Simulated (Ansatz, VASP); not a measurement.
Two plane-wave programs on InSe

INCAR

```
PREC = Accurate ; ENCUT = 520
EDIFF = 1E-6 ; ISMEAR = 0
SIGMA = 0.01 ; LREAL = False
LASPH = True ; NELM = 100
ALGO = Normal ; ISIF = 2
LWAVE = False ; LCHARG = True
GGA = CA ; LELF = True
LVHAR = True ; NBANDS = 27
```

File KPOINTS:

```
regular mesh
0
Gamma
  6 6 6
```

Contents of POSCAR:

```
InSe
1.0
    2.0000000000      1.1547005400      8.4400000000
   -2.0000000000      1.1547005400      8.4400000000
    0.0000000000     -2.3094010800      8.4400000000
In Se
2 2
Direct
    0.0000000000      0.0000000000      0.0000000000
    0.1114000000      0.1114000000      0.1114000000
    0.6165000000      0.6165000000      0.6165000000
    0.8281000000      0.8281000000      0.8281000000
```

Input for Ansatz:

```yaml
crystal:
  lattice:
    - [2.0, 1.15470054, 8.44]
    - [-2.0, 1.15470054, 8.44]
    - [0.0, -2.30940108, 8.44]
  atoms:
    - { symbol: In, position: [0.0, 0.0, 0.0] }
    - { symbol: In, position: [0.1114, 0.1114, 0.1114] }
    - { symbol: Se, position: [0.6165, 0.6165, 0.6165] }
    - { symbol: Se, position: [0.8281, 0.8281, 0.8281] }
basis:
  ecutwfc: 476.19925930478996
kpoints:
  mp_grid:
    grid: [6, 6, 6]
    shift: [0.0, 0.0, 0.0]
hamiltonian:
  xc: lda
scf:
  occupations:
    method: fixed
output:
  stress: true
  eigenvalues: true
```

Alike in both runs: task single point; functional LDA; k mesh 6 × 6 × 6; no spin polarisation.

|  | VASP | Ansatz |
| --- | --- | --- |
| version | VASP 6.6.1 | Ansatz 0.2.0 |
| potentials or method | VASP PAW LDA potentials, release 64 (In_d, Se), cutoff 520 eV | plane waves, PAW |
| occupations | gaussian, width 0.01 eV | fixed |
| valence electrons in the cell | 38 | 58 |

|  | VASP | Ansatz | Ansatz less VASP |
| --- | --- | --- | --- |
| gap on the k mesh at the Fermi level (eV) | 0.23 | 0.22 | -0.012 |
| pressure (GPa) | -1.3 | -1.5 | -0.13 |
| traceless stress, the component that is largest in VASP (GPa) | -0.83 | -0.84 | -0.008 |

LDA's correlation is that of Perdew and Zunger in VASP and of Perdew and Wang (1992) in Ansatz. VASP's potentials hold 38 valence electrons a cell and Ansatz's 58, so a difference there can come from the potentials and not from the codes.
